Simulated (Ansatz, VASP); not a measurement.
# One calculation of Mo, two programs

```
CELL_PARAMETERS angstrom
0.00000 2.07179 1.90605
2.07179 0.00000 1.90605
2.07179 2.07179 0.00000
ATOMIC_POSITIONS crystal
Mo 0.00000 0.00000 0.00000
```

Alike in both runs: task single point; functional PBE; k mesh 22 × 22 × 22; occupations gaussian, width 0.15 eV; no spin polarisation.

|  | VASP | Ansatz |
| --- | --- | --- |
| version | VASP 6.6.1 | Ansatz 0.2.0 |
| potentials or method | VASP PAW PBE potentials, release 64 (Mo_sv), cutoff 520 eV | scalar-relativistic, plane waves, PAW |
| valence electrons in the cell | 14 | 14 |

Ansatz gave:

```
gap on the k mesh at the Fermi level (eV)                     : none
pressure (GPa)                                                : -4.7
traceless stress, the component that is largest in VASP (GPa) : -10.95
```

Task: Estimate VASP's values.

Result: gap on the k mesh at the Fermi level (eV): none; pressure (GPa): -4.2; traceless stress, the component that is largest in VASP (GPa): -10.94.

A gap of «none» marks a metal or a gap that the smearing closes.
